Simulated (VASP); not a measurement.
# SnO (P4/nmm) in VASP: settings compared

Aim: see how the results for SnO move with the level of theory and the settings. Levels: PBEsol, BLYP+D3(BJ), BLYP+D4, BLYP. Tasks: relaxation of cell and atoms, single point.

Program: VASP 6.6.1. These are calculated values, not measurements. Logs are shortened: lines on timing, memory, paths and dates and some standing lists are left out, and cuts for length are marked.

## Step 1: The cell of the first run

The structure is tetragonal, space group P4/nmm (No. 129). Conventional cell: a = 3.814 Å, b = 3.814 Å, c = 4.887 Å, α = 90.00°, β = 90.00°, γ = 90.00°. Within 2.9 Å of Sn (site symmetry 4mm) lie 4 O at 2.23 Å. Within 2.9 Å of O (site symmetry -4m2) lie 4 Sn at 2.23 Å and 4 O at 2.70 Å.

## Step 2: Relaxation of cell and atoms, PBEsol

Contents of INCAR:

```
  ALGO = Normal
  EDIFF = 1E-6
  EDIFFG = -0.01
  ENCUT = 600
  GGA = PS
  IBRION = 2
  ISIF = 3
  ISMEAR = -1
  LASPH = True
  LCHARG = False
  LREAL = False
  LWAVE = False
  NELM = 100
  NSW = 60
  PREC = Accurate
  SIGMA = 0.05
```

Contents of KPOINTS:

```
k-points
0
Gamma
  7 7 6
```

Contents of POSCAR:

```
SnO
1.0
    3.8136952200      0.0000000000      0.0000000000
    0.0000000000      3.8136952200      0.0000000000
    0.0000000000      0.0000000000      4.8869133000
Sn O
2 2
Direct
    0.5000000000      0.0000000000      0.7646261400
    0.0000000000      0.5000000000      0.2353738600
    0.0000000000      0.0000000000      0.0000000000
    0.5000000000      0.5000000000      0.0000000000
```

Potentials or basis: VASP PAW PBE potentials, release 64 (Sn_d, O).

Run with:

```console
$ cat potpaw_PBE.64/Sn_d/POTCAR potpaw_PBE.64/O/POTCAR > POTCAR
$ mpirun -np 1 vasp_std > vasp.out
```

OUTCAR:

```text
EDIFF = 1E-6
   EDIFFG = -0.01
   ENCUT = 600
   GGA = PS
   IBRION = 2
   ISIF = 3
   ISMEAR = -1
   LASPH = True
   LREAL = False
   NELM = 100
   NSW = 60
   PREC = Accurate

 ion  position               nearest neighbor table
   1  0.500  0.000  0.765-   3 2.23   4 2.23   4 2.23   3 2.23   2 3.54   2 3.54   2 3.54   2 3.54
                             2 3.74   2 3.74   2 3.74   2 3.74
   2  0.000  0.500  0.235-   3 2.23   4 2.23   3 2.23   4 2.23   1 3.54   1 3.54   1 3.54   1 3.54
                             1 3.74   1 3.74   1 3.74   1 3.74
   3  0.000  0.000  0.000-   1 2.23   2 2.23   2 2.23   1 2.23
   4  0.500  0.500  0.000-   1 2.23   2 2.23   1 2.23   2 2.23

  LATTYP: Found a simple tetragonal cell.
 ALAT       =     3.8136952200
 C/A-ratio  =     1.2814116016

  Lattice vectors:

 A1 = (   3.8136952200,   0.0000000000,   0.0000000000)
 A2 = (   0.0000000000,   3.8136952200,   0.0000000000)
 A3 = (   0.0000000000,   0.0000000000,   4.8869133000)

Analysis of symmetry for initial positions (statically):
=====================================================================
 Subroutine PRICEL returns:
 Original cell was already a primitive cell.

 Routine SETGRP: Setting up the symmetry group for a
 simple tetragonal supercell.

 Subroutine GETGRP returns: Found 16 space group operations
 (whereof  8 operations were pure point group operations)
 out of a pool of 16 trial point group operations.

The static configuration has the point symmetry D_2d.
 The point group associated with its full space group is D_4h.

Analysis of symmetry for dynamics (positions and initial velocities):
=====================================================================
 Subroutine PRICEL returns:
 Original cell was already a primitive cell.

 Routine SETGRP: Setting up the symmetry group for a
 simple tetragonal supercell.

 Subroutine GETGRP returns: Found 16 space group operations
 (whereof  8 operations were pure point group operations)
 out of a pool of 16 trial point group operations.

The dynamic configuration has the point symmetry D_2d.
 The point group associated with its full space group is D_4h.

 Subroutine INISYM returns: Found 16 space group operations
 (whereof  8 operations are pure point group operations),
 and found     1 'primitive' translations

----------------------------------------------------------------------------------------

                                     Primitive cell

  volume of cell :      71.0766

  direct lattice vectors                    reciprocal lattice vectors
     3.813695220  0.000000000  0.000000000     0.262212878  0.000000000  0.000000000
     0.000000000  3.813695220  0.000000000     0.000000000  0.262212878  0.000000000
     0.000000000  0.000000000  4.886913300     0.000000000  0.000000000  0.204628144

  length of vectors
     3.813695220  3.813695220  4.886913300     0.262212878  0.262212878  0.204628144

  position of ions in fractional coordinates (direct lattice)
     0.500000000  0.000000000  0.764626140
     0.000000000  0.500000000  0.235373860
     0.000000000  0.000000000  0.000000000
     0.500000000  0.500000000  0.000000000

  ion indices of the primitive-cell ions
   primitive index   ion index
                 1           1
                 2           2
                 3           3
                 4           4

----------------------------------------------------------------------------------------

 KPOINTS: k-points

Automatic generation of k-mesh.
 Grid dimensions read from file:
 generate k-points for:    7    7    6

 Generating k-lattice:

  Cartesian coordinates                     Fractional coordinates (reciprocal lattice)
     0.037458983  0.000000000  0.000000000     0.142857143  0.000000000  0.000000000
     0.000000000  0.037458983  0.000000000     0.000000000  0.142857143  0.000000000
     0.000000000  0.000000000  0.034104691     0.000000000  0.000000000  0.166666667

  Length of vectors
     0.037458983  0.037458983  0.034104691

  Shift w.r.t. Gamma in fractional coordinates (k-lattice)
     0.000000000  0.000000000  0.000000000

 Subroutine IBZKPT returns following result:
 ===========================================

 Found     40 irreducible k-points:

 Following reciprocal coordinates:
            Coordinates               Weight
  0.000000  0.000000  0.000000      1.000000
  0.142857  0.000000  0.000000      4.000000
  0.285714  0.000000  0.000000      4.000000
  0.428571  0.000000  0.000000      4.000000
  0.142857  0.142857  0.000000      4.000000
  0.285714  0.142857  0.000000      8.000000
[... 16 lines left out ...]
  0.285714  0.000000  0.333333      8.000000
  0.428571  0.000000  0.333333      8.000000
 [... further k-points ...]
   k-points           NKPTS =     40   k-points in BZ     NKDIM =     40   number of bands    NBANDS=     24
   number of dos      NEDOS =    301   number of ions     NIONS =      4
   total plane-waves  NPLWV =  36000
   dimension x,y,z NGX =    30 NGY =   30 NGZ =   40
   dimension x,y,z NGXF=    60 NGYF=   60 NGZF=   80
   ions per type =               2   2
   NGX,Y,Z   is equivalent  to a cutoff of  13.08, 13.08, 13.61 a.u.
   NGXF,Y,Z  is equivalent  to a cutoff of  26.16, 26.16, 27.21 a.u.
 SYSTEM =  unknown system
   PREC   = accura    normal or accurate (medium, high low for compatibility)
   ISTART =      0    job   : 0-new  1-cont  2-samecut
   ICHARG =      2    charge: 1-file 2-atom 10-const
   ISPIN  =      1    spin polarized calculation?
   LNONCOLLINEAR =      F non collinear calculations
   LSORBIT =      F    spin-orbit coupling
   LASPH  =      T    aspherical Exc in radial PAW
   ENCUT  =  600.0 eV  44.10 Ry    6.64 a.u.   7.62  7.62  9.76*2*pi/ulx,y,z
   NELM   =    100;   NELMIN=  2; NELMDL= -5     # of ELM steps
   EDIFF  = 0.1E-05   stopping-criterion for ELM
   LREAL  =      F    real-space projection
   EDIFFG = -.1E-01   stopping-criterion for IOM
   NSW    =     60    number of steps for IOM
   IBRION =      2    ionic relax: 0-MD 1-quasi-New 2-CG
   NFREE  =      1    steps in history (QN), initial steepest desc. (CG)
   ISIF   =      3    stress and relaxation
   ISYM   =      2    0-nonsym 1-usesym 2-fastsym
   POTIM  = 0.5000    time-step for ionic-motion
   TEBEG  =    0.0;   TEEND  =   0.0 temperature during run
   PSTRESS=    0.0 pullay stress
   NELECT =      40.0000    total number of electrons
   NUPDOWN=      -1.0000    fix difference up-down
   EMIN   =  10.00;   EMAX   =-10.00  energy-range for DOS
   EFERMI =   0.00;   METHOD = LEGACY
   ISMEAR =    -1;   SIGMA  =   0.05  broadening in eV -4-tet -1-fermi 0-gaus
   EFERMI_NEDOS =   21; number of points for ismear=-14 and -15
   IALGO  =     38    algorithm
   IMIX   =      4    mixing-type and parameters
     AMIX     =   0.40;   BMIX     =  1.00
     AMIX_MAG =   1.60;   BMIX_MAG =  1.00
  volume/ion in A,a.u.               =      17.77       119.91
  Fermi-wavevector in a.u.,A,eV,Ry     =   1.351614  2.554180 24.855939  1.826860
  Thomas-Fermi vector in A             =   2.479021
   LORBIT       =      0    0 simple, 1 ext, 2 COOP (PROOUT), +10 PAW based schemes
   GGA     = PS    functional components
   LHFCALC =     F    Hartree Fock is set to
   AEXX    =    0.0000 exact exchange contribution
   IVDW    =     0    specifies the selected vdW correction
   LEPSILON=     F    determine dielectric tensor
   LRPA    =     F    only Hartree local field effects (RPA)
 conjugate gradient relaxation of ions
 non-spin polarized calculation
  energy-cutoff  :      600.00
  volume of cell :       71.08
 maximum number of plane-waves:      2399
   NGX = 15   NGY = 15   NGZ = 19

--------------------------------------- Ionic step        1  -------------------------------------------

 number of electron      40.0000019 magnetization

 Free energy of the ion-electron system (eV)
  ---------------------------------------------------
  ext. energy  EPLUGINS =         0.00000000
  ---------------------------------------------------
  free energy    TOTEN  =       -24.21189462 eV

  energy without entropy =      -24.21152213  energy(sigma->0) =      -24.21170837

------------------------ aborting loop because EDIFF is reached ----------------------------------------

  FORCE on cell =-STRESS in cart. coord.  units (eV):
  Direction    XX          YY          ZZ          XY          YZ          ZX
  --------------------------------------------------------------------------------------
  -------------------------------------------------------------------------------------
  Total       -0.1378610     -0.1378610     -0.1981948      0.0000000      0.0000000      0.0000000
  in kB       -3.1076022     -3.1076022     -4.4676210      0.0000000      0.0000000      0.0000000
  external PRESSURE =      -3.5609418 kB  Pullay stress =       0.0000000 kB
[... 251 lines left out ...]
  energy  without entropy=      -24.2204571900  energy(sigma->0) =      -24.22145143

--------------------------------------- Ionic step        8  -------------------------------------------

 number of electron      40.0000022 magnetization

 Free energy of the ion-electron system (eV)
  ---------------------------------------------------
  ext. energy  EPLUGINS =         0.00000000
  ---------------------------------------------------
  free energy    TOTEN  =       -24.22259020 eV

  energy without entropy =      -24.22063585  energy(sigma->0) =      -24.22161302

 E-fermi :   7.3087     XC(G=0): -10.6192

 val. band max:        7.2466716379   @ k =   0.0000   0.0000   0.0000
 cond. band min:       7.3583263080   @ k =   0.4286   0.4286   0.0000
 fundamental gap:      0.1116546701
 Fermi energy:         7.3087156677

 k-point     1 :       0.0000    0.0000    0.0000
  band No.  band energies     occupation
      1     -14.6702      2.00000
      2     -14.2350      2.00000
      3     -14.2350      2.00000
      4     -14.2235      2.00000
      5     -14.1837      2.00000
      6     -14.1809      2.00000
[... 637 lines left out ...]
     23      12.0616      0.00000
     24      13.3136      0.00000

 [... further k-points ...]
[... 5 lines left out ...]
  --------------------------------------------------------------------------------------
  -------------------------------------------------------------------------------------
  Total       -0.0198474     -0.0198474     -0.0188146      0.0000000      0.0000000      0.0000000
  in kB       -0.4638711     -0.4638711     -0.4397315      0.0000000      0.0000000      0.0000000
  external PRESSURE =      -0.4558245 kB  Pullay stress =       0.0000000 kB
[... 19 lines left out ...]
  FREE ENERGIE OF THE ION-ELECTRON SYSTEM (eV)
  ---------------------------------------------------
  free  energy   TOTEN  =       -24.2225901971 eV

  energy  without entropy=      -24.2206358459  energy(sigma->0) =      -24.22161302

 reached required accuracy - stopping structural energy minimisation
```

It took 2.4 min on 1 thread of Intel Xeon 6975P-C (Granite Rapids), shared host; peak memory 0.23 GiB.

Results:

- Free energy: -24.2226 eV
- Relaxed volume: 17.14 Å³/atom
- Relaxed cell: a = 3.806 Å, b = 3.806 Å, c = 4.733 Å, α = 90.00°, β = 90.00°, γ = 90.00°
- Space group after relaxing (to 0.05 Å): P4/nmm (No. 129)
- Energy gained by relaxing: 2.7 meV/atom
- Ionic steps: 8
- Pressure after relaxing: 0.0 GPa
- Largest force after relaxing: 0.004 eV/Å
- Band gap on the k mesh: 0.11 eV, indirect (least direct gap 1.88 eV)

Forces in eV/Å, atoms in the order of the input:
```
Sn   0.000  0.000  0.004
Sn   0.000  0.000 -0.004
O    0.000  0.000  0.000
O    0.000  0.000  0.000
```

The path:
```tsv
step	energy change (eV)	largest force (eV/Å)	pressure (GPa)	volume (Å³)
1	0.0000	0.1573	-0.36	71.08
2	-0.0028	0.0984	-0.32	70.67
3	-0.0057	0.0538	-0.17	69.61
4	-0.0077	0.0022	0.18	69.12
5	-0.0088	0.0637	0.55	68.59
6	-0.0104	0.0083	0.04	68.64
7	-0.0106	0.0349	-0.16	68.66
8	-0.0107	0.0041	-0.05	68.55
```

Final structure:
```xyz
4
Lattice="3.8058 0.0000 0.0000 0.0000 3.8058 0.0000 0.0000 0.0000 4.7328" Properties=species:S:1:pos:R:3 pbc="T T T"
Sn    1.9029    3.8058    3.5768
Sn    0.0000    1.9029    1.1560
O     3.8058    0.0000    0.0000
O     1.9029    1.9029    0.0000
```

Caveat: the PAW data sets were made with another functional, which shifts forces and pressure a little; spin-orbit coupling is left out, which moves the levels of the heavy elements.

## Step 3: Single point, BLYP+D3(BJ)

This run uses another cell than the first one, of 18.04 Å³/atom, 1.015 times its volume.

Contents of INCAR:

```
SYSTEM = SnO
PREC = Accurate
ENCUT = 520
EDIFF = 1E-7
ISMEAR = -1
SIGMA = 0.05
LREAL = .False.
LASPH = .True.
NELM = 80
ALGO = Normal
ISIF = 2
LWAVE = .False.
LCHARG = .False.
GGA = B5
ALDAX = 1.0
AGGAX = 1.0
AGGAC = 1.0
ALDAC = 0.0
IVDW = 12
VDW_S6 = 1.0
VDW_S8 = 2.6996
VDW_A1 = 0.4298
VDW_A2 = 4.2359
NBANDS = 28
```

Contents of KPOINTS:

```
regular mesh
0
Gamma
  7 7 6
  0 0 0
```

Contents of POSCAR:

```
SnO
1.0
    3.8731848969      0.0000000000      0.0000000000
    0.0000000000      3.8731848969      0.0000000000
    0.0000000000      0.0000000000      4.8108172411
Sn O
2 2
Direct
    0.5000000000      0.0000000000      0.7589931523
    0.0000000000      0.5000000000      0.2410068477
    0.0000000000      0.0000000000      0.0000000000
    0.5000000000      0.5000000000      0.0000000000
```

Potentials or basis: VASP PAW PBE potentials, release 64 (Sn_d, O).

Run with:

```console
$ cat potpaw_PBE.64/Sn_d/POTCAR potpaw_PBE.64/O/POTCAR > POTCAR
$ mpirun -np 1 vasp_std > vasp.out
```

Run time: 2.4 min. Hardware: 1 thread of AMD EPYC 7R43 (Zen 3), shared host; peak memory 0.18 GiB.

Results (log left out):

```yaml
Free_energy: -23.0822 eV
Pressure: 0.2 GPa
Largest_force: 0.094 eV/Å
Band_gap_on_the_k_mesh: 0.60 eV, indirect (least direct gap 2.20 eV)
Dispersion_energy_per_atom: -0.520 eV
```

Forces on the atoms (eV/Å):
```
Sn   0.000  0.000 -0.094
Sn   0.000  0.000  0.094
O    0.000  0.000  0.000
O    0.000  0.000  0.000
```

Levels at points of the mesh, in eV from the valence-band top:
| k point | band 17 | band 18 | band 19 | band 20 | band 21 | band 22 | band 23 | band 24 |
| --- | --- | --- | --- | --- | --- | --- | --- | --- |
| (0.00, 0.00, 0.00) | -3.08 | -2.83 | -2.83 | 0.00 | 2.25 | 4.66 | 4.66 | 4.71 |
| (0.00, 0.00, 0.50) | -3.07 | -2.85 | -2.85 | -1.83 | 1.86 | 3.03 | 3.03 | 3.70 |

Caveat: the PAW data sets were made with another functional, which shifts forces and pressure a little; spin-orbit coupling is left out, which moves the levels of the heavy elements. A k mesh can miss the band edges.

[end of part 1 of 2]
